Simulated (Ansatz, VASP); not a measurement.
# CoO: VASP beside Ansatz

```
Co O
1.0
    -1.50800    1.50800    2.10725
     1.50800   -1.50800    2.10725
     1.50800    1.50800   -2.10725
Co O
1 1
Cartesian
  0.0000 0.0000 0.0000
  0.0000 0.0000 2.1072
```

Alike in both runs: task single point; functional PBE; k mesh 18 × 18 × 18; occupations gaussian, width 0.05 eV; collinear spin.

|  | VASP | Ansatz |
| --- | --- | --- |
| version | VASP 6.6.1 | Ansatz 0.2.0 |
| potentials or method | VASP PAW PBE potentials, release 64 (Co, O), cutoff 520 eV | scalar-relativistic, plane waves, PAW |
| valence electrons in the cell | 15 | 23 |

|  | VASP | Ansatz | Ansatz less VASP |
| --- | --- | --- | --- |
| pressure (GPa) | -0.5 | 0.1 | +0.59 |
| traceless stress, the component that is largest in VASP (GPa) | 0.04 | 0.07 | +0.027 |
| net moment per atom (μB) | 1.46 | 1.47 | +0.019 |
| size of the moment on the site where the two differ most (μB) | 2.56 | 2.50 | -0.062 |

Site moments also hang on the region over which each program counts them. With one functional, cell and mesh, what is left measures potentials, basis and numerics. VASP's potentials hold 15 valence electrons a cell and Ansatz's 23, so a difference there can come from the potentials and not from the codes.
